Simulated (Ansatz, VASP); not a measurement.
# One calculation of Na, two programs

Contents of INCAR:

```
SYSTEM = Na
  ALGO = Fast
  EDIFF = 1E-7
  ENCUT = 520
  GGA = PE
  ISIF = 2
  ISMEAR = 0
  LASPH = .TRUE.
  LCHARG = .FALSE.
  LREAL = .FALSE.
  LWAVE = .FALSE.
  NBANDS = 22
  NELM = 100
  PREC = Accurate
  SIGMA = 0.1
```

KPOINTS

```
k-points
0
G
  8 8 8
  0 0 0
```

Contents of POSCAR:

```
Na
1.0
    5.1958809524      0.0000000000      0.0000000000
    0.0000000000      5.1958809524      0.0000000000
    0.0000000000      0.0000000000      5.1958809524
Na
4
Direct
    0.8823447382      0.1176552618      0.6176552618
    0.3823447382      0.3823447382      0.3823447382
    0.1176552618      0.6176552618      0.8823447382
    0.6176552618      0.8823447382      0.1176552618
```

Input for Ansatz:

```yaml
crystal:
  lattice:
    - [5.1958809524, 0.0, 0.0]
    - [0.0, 5.1958809524, 0.0]
    - [0.0, 0.0, 5.1958809524]
  atoms:
    - { symbol: Na, position: [0.8823447382, 0.1176552618, 0.6176552618] }
    - { symbol: Na, position: [0.3823447382, 0.3823447382, 0.3823447382] }
    - { symbol: Na, position: [0.1176552618, 0.6176552618, 0.8823447382] }
    - { symbol: Na, position: [0.6176552618, 0.8823447382, 0.1176552618] }
basis:
  ecutwfc: 420
kpoints:
  mp_grid: { grid: [8, 8, 8] }
hamiltonian:
  xc: pbe
scf:
  occupations: { method: gaussian, width: 0.1 }
output:
  forces: true
  stress: true
  eigenvalues: true
```

Alike in both runs: task single point; functional PBE; k mesh 8 × 8 × 8; occupations gaussian, width 0.1 eV; no spin polarisation.

|  | VASP | Ansatz |
| --- | --- | --- |
| version | VASP 6.6.1 | Ansatz 0.2.0 |
| potentials or method | VASP PAW PBE potentials, release 64 (Na_pv), cutoff 520 eV | scalar-relativistic, plane waves, PAW |
| valence electrons in the cell | 28 | 36 |

|  | VASP | Ansatz | Ansatz less VASP |
| --- | --- | --- | --- |
| gap on the k mesh at the Fermi level (eV) | none | none | - |
| pressure (GPa) | 1.5 | 1.7 | +0.16 |
| rms of the force components (eV/Å) | 0.034 | 0.034 | -0.0001 |

Atom by atom the forces differ by 0.000 eV/Å (rms over components). A gap of «none» marks a metal or a gap that the smearing closes. VASP's potentials hold 28 valence electrons a cell and Ansatz's 36, so a difference there can come from the potentials and not from the codes.
